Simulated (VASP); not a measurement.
# BN (P6_3/mmc) in VASP: further runs, part 2 of 2

VASP 6.6.1. Earlier steps stand in the parts before.

## Step 4: Single point, PBE (strain -0.0300 x Voigt [0, 0, 1, 0, 0, 0])

Contents of INCAR:

```
SYSTEM = BN
PREC     = Accurate       ! precision mode
ENCUT    = 520            ! plane-wave cutoff, eV
EDIFF    = 1E-7           ! SCF threshold, eV
ISMEAR   = 0              ! smearing method
SIGMA    = 0.05           ! smearing width, eV
LREAL    = .False.        ! projectors in reciprocal space
LASPH    = .True.         ! aspherical terms in the spheres
NELM     = 80             ! most SCF steps
ALGO     = Normal         ! electronic algorithm
ISIF     = 2              ! what is computed and relaxed
LWAVE    = .False.        ! write WAVECAR
LCHARG   = .False.        ! write CHGCAR
GGA      = PE             ! functional
NBANDS   = 16             ! bands
```

Contents of KPOINTS:

```
regular mesh
0
Gamma
  12 12 4
  0 0 0
```

Contents of POSCAR:

```
BN
1.0
    2.5121751215      0.0000000000      0.0000000000
   -1.2560875608      2.1756074740      0.0000000000
    0.0000000000      0.0000000000      8.0933802738
B N
2 2
Direct
    0.3333333333      0.6666666667      0.2500000000
    0.6666666667      0.3333333333      0.7500000000
    0.3333333333      0.6666666667      0.7500000000
    0.6666666667      0.3333333333      0.2500000000
```

On the command line:

```console
$ cat potpaw_PBE.64/B/POTCAR potpaw_PBE.64/N/POTCAR > POTCAR
$ mpirun -np 1 vasp_std > vasp.out
```

Wall time 19 s (1 thread of Intel Xeon Platinum 8559C (Emerald Rapids), shared host); peak memory 0.17 GiB.

The run converged. Its results:

```yaml
Free_energy: -35.2064 eV
Pressure: 0.1 GPa
Band_gap_on_the_k_mesh: 4.46 eV, indirect (least direct gap 4.65 eV)
```

Stress tensor (GPa, compression positive):
```
0.13 0.00 0.00
0.00 0.13 0.00
0.00 0.00 0.00
```

Levels at points of the mesh, in eV from the valence-band top:
```
           k point  band 6  band 7  band 8  band 9  band 10  band 11
(0.00, 0.00, 0.00)   -1.35   -1.35   -1.35    4.47     8.06    10.42
(0.50, 0.00, 0.00)   -4.11   -1.05   -0.75    4.54     5.06     9.42
(0.00, 0.00, 0.50)   -1.35   -1.35   -1.35    5.87     5.87    11.51
(0.50, 0.00, 0.50)   -4.12   -0.90   -0.90    4.76     4.76     9.70
```

Caveat: the cell differs from its parent crystal (strain -0.0300 x Voigt [0, 0, 1, 0, 0, 0]); this functional lacks dispersion, which binds the layers, so the pressure and a relaxed spacing across them are unreliable.

## Step 5: Single point, PBE (strain -0.0100 x Voigt [0, 0, 1, 0, 0, 0])

Contents of INCAR:

```
PREC     = Accurate       # precision mode
ENCUT    = 520            # plane-wave cutoff, eV
EDIFF    = 1E-6           # SCF threshold, eV
ISMEAR   = 0              # smearing method
SIGMA    = 0.05           # smearing width, eV
LREAL    = False          # projectors in reciprocal space
LASPH    = True           # aspherical terms in the spheres
NELM     = 100            # most SCF steps
ALGO     = Normal         # electronic algorithm
ISIF     = 2              # what is computed and relaxed
LWAVE    = False          # write WAVECAR
LCHARG   = False          # write CHGCAR
GGA      = PE             # functional
NBANDS   = 16             # bands
```

Contents of KPOINTS:

```
regular mesh
0
Gamma
  12 12 4
```

Edit POSCAR of step 4 so:

```diff
@@ -4,3 +4,3 @@
    -1.2560875608      2.1756074740      0.0000000000
-    0.0000000000      0.0000000000      8.0933802738
+    0.0000000000      0.0000000000      8.2602540939
 B N
```

Potentials or basis: VASP PAW PBE potentials, release 64 (B, N).

On the command line:

```console
$ cat potpaw_PBE.64/B/POTCAR potpaw_PBE.64/N/POTCAR > POTCAR
$ mpirun -np 1 vasp_std > vasp.out
```

OUTCAR:

```text
PREC = Accurate
   ENCUT = 520
   EDIFF = 1E-6
   ISMEAR = 0
   LREAL = False
   LASPH = True
   NELM = 100
   ISIF = 2
   GGA = PE

 ion  position               nearest neighbor table
   1  0.333  0.667  0.250-   4 1.45   4 1.45   4 1.45
   2  0.667  0.333  0.750-   3 1.45   3 1.45   3 1.45
   3  0.333  0.667  0.750-   2 1.45   2 1.45   2 1.45
   4  0.667  0.333  0.250-   1 1.45   1 1.45   1 1.45

  LATTYP: Found a hexagonal cell.
 ALAT       =     2.5121751215
 C/A-ratio  =     3.2880884868

  Lattice vectors:

 A1 = (   2.5121751215,   0.0000000000,   0.0000000000)
 A2 = (  -1.2560875608,   2.1756074740,   0.0000000000)
 A3 = (   0.0000000000,   0.0000000000,   8.2602540939)

Analysis of symmetry for initial positions (statically):
=====================================================================
 Subroutine PRICEL returns:
 Original cell was already a primitive cell.

 Routine SETGRP: Setting up the symmetry group for a
 hexagonal supercell.

 Subroutine GETGRP returns: Found 24 space group operations
 (whereof 12 operations were pure point group operations)
 out of a pool of 24 trial point group operations.

The static configuration has the point symmetry D_3d.
 The point group associated with its full space group is D_6h.

Analysis of symmetry for dynamics (positions and initial velocities):
=====================================================================
 Subroutine PRICEL returns:
 Original cell was already a primitive cell.

 Routine SETGRP: Setting up the symmetry group for a
 hexagonal supercell.

 Subroutine GETGRP returns: Found 24 space group operations
 (whereof 12 operations were pure point group operations)
 out of a pool of 24 trial point group operations.

The dynamic configuration has the point symmetry D_3d.
 The point group associated with its full space group is D_6h.

[... 116 lines left out ...]
   EFERMI =   0.00;   METHOD = LEGACY
   ISMEAR =     0;   SIGMA  =   0.05  broadening in eV -4-tet -1-fermi 0-gaus
   EFERMI_NEDOS =   21; number of points for ismear=-14 and -15
   IALGO  =     38    algorithm
   IMIX   =      4    mixing-type and parameters
     AMIX     =   0.40;   BMIX     =  1.00
     AMIX_MAG =   1.60;   BMIX_MAG =  1.00
  volume/ion in A,a.u.               =      11.29        76.17
  Fermi-wavevector in a.u.,A,eV,Ry     =   1.158529  2.189302 18.261593  1.342189
  Thomas-Fermi vector in A             =   2.295130
   LORBIT       =      0    0 simple, 1 ext, 2 COOP (PROOUT), +10 PAW based schemes
   GGA     = PE    functional components
   LHFCALC =     F    Hartree Fock is set to
   AEXX    =    0.0000 exact exchange contribution
   IVDW    =     0    specifies the selected vdW correction
   LEPSILON=     F    determine dielectric tensor
   LRPA    =     F    only Hartree local field effects (RPA)
 non-spin polarized calculation
 Gauss-broadening in eV      SIGMA  =   0.05
  energy-cutoff  :      520.00
  volume of cell :       45.15
 maximum number of plane-waves:      1237
 NGX is ok and might be reduce to    20
   NGX =  9   NGY =  9   NGZ = 31

 number of electron      15.9999999 magnetization

 Free energy of the ion-electron system (eV)
  ---------------------------------------------------
  ext. energy  EPLUGINS =         0.00000000
  ---------------------------------------------------
  free energy    TOTEN  =       -35.20702709 eV

  energy without entropy =      -35.20702709  energy(sigma->0) =      -35.20702709

 E-fermi :   0.9062     XC(G=0):  -8.6418

 val. band max:        0.6667358097   @ k =   0.3333   0.3333   0.5000
 cond. band min:       5.0849464175   @ k =   0.0000   0.0000   0.0000
 fundamental gap:      4.4182106078
 Fermi energy:         0.9062303739

 k-point     1 :       0.0000    0.0000    0.0000
  band No.  band energies     occupation
      1     -16.9657      2.00000
      2     -16.9208      2.00000
      3      -4.8410      2.00000
      4      -4.1993      2.00000
      5      -0.6831      2.00000
      6      -0.6831      2.00000
[... 433 lines left out ...]
      3      -6.1889      2.00000
      4      -6.1838      2.00000
      5      -2.9056      2.00000
      6      -2.9012      2.00000
[... 8 lines left out ...]
     15      16.0072      0.00000
     16      18.1758      0.00000

 [... further k-points ...]
[... 5 lines left out ...]
  --------------------------------------------------------------------------------------
  -------------------------------------------------------------------------------------
  Total        0.0363696      0.0363696     -0.0129451     -0.0000000      0.0000000      0.0000000
  in kB        1.2907012      1.2907012     -0.4594001     -0.0000000      0.0000000      0.0000000
  external PRESSURE =       0.7073341 kB  Pullay stress =       0.0000000 kB

 VOLUME and BASIS-vectors are now :
 -----------------------------------------------------------------------------
  energy-cutoff  :      520.00
  volume of cell :       45.15
      direct lattice vectors                 reciprocal lattice vectors
     2.512175121  0.000000000  0.000000000     0.398061422  0.229820869  0.000000000
    -1.256087561  2.175607474  0.000000000     0.000000000  0.459641738  0.000000000
     0.000000000  0.000000000  8.260254094     0.000000000  0.000000000  0.121061651

 POSITION                                       TOTAL-FORCE (eV/Angst)
 -----------------------------------------------------------------------------------
     -0.00000      1.45040      2.06506         0.000000      0.000000      0.000000
      1.25609      0.72520      6.19519        -0.000000     -0.000000      0.000000
     -0.00000      1.45040      6.19519         0.000000     -0.000000      0.000000
      1.25609      0.72520      2.06506        -0.000000      0.000000      0.000000
 -----------------------------------------------------------------------------------
    total drift:                                0.000000     -0.000000      0.000000

  FREE ENERGIE OF THE ION-ELECTRON SYSTEM (eV)
  ---------------------------------------------------
  free  energy   TOTEN  =       -35.2070270863 eV

  energy  without entropy=      -35.2070270863  energy(sigma->0) =      -35.20702709
```

stdout:

```text
POSCAR found type information on POSCAR B N
 POSCAR found :  2 types and       4 ions
 scaLAPACK will be used
 LDA part: xc-table for (Slater+PW92), standard interpolation
 POSCAR, INCAR and KPOINTS ok, starting setup
 FFT: planning ... GRIDC
 FFT: planning ... GRID_SOFT
 FFT: planning ... GRID
 WAVECAR not read
 entering main loop
```

It took 17 s on 1 thread of Intel Xeon Platinum 8559C (Emerald Rapids), shared host; peak memory 0.17 GiB.

Results:

| Property | Result |
| --- | --- |
| Free energy | -35.2070 eV |
| Pressure | 0.1 GPa |
| Band gap on the k mesh | 4.42 eV, indirect (least direct gap 4.65 eV) |

Stress tensor (GPa, compression positive):
```
 0.13  0.00  0.00
 0.00  0.13  0.00
 0.00  0.00 -0.05
```

Caveat: the cell differs from its parent crystal (strain -0.0100 x Voigt [0, 0, 1, 0, 0, 0]); this functional lacks dispersion, which binds the layers, so the pressure and a relaxed spacing across them are unreliable.

## Step 6: Summary

```csv
cell,gap on the mesh (eV),pressure (GPa)
"a = 2.512, b = 2.512, c = 8.010 Å, angles 90.0, 90.0, 120.0°, 4 atoms",4.49,0.1
"a = 2.512, b = 2.512, c = 8.177 Å, angles 90.0, 90.0, 120.0°, 4 atoms",4.44,0.1
"a = 2.512, b = 2.512, c = 8.093 Å, angles 90.0, 90.0, 120.0°, 4 atoms",4.46,0.1
"a = 2.512, b = 2.512, c = 8.260 Å, angles 90.0, 90.0, 120.0°, 4 atoms",4.42,0.1
```

Alike in all rows: task single point; level PBE; potentials or basis VASP PAW PBE potentials, release 64 (B, N); no spin polarisation; k mesh 12 × 12 × 4; cutoff (eV) 520; smearing gaussian 0.05 eV.

Caveats: this functional lacks dispersion, which binds the layers, so the pressure and a relaxed spacing across them are unreliable.

Total energies depend on the potentials used, so only differences within one code and one set of settings carry meaning.
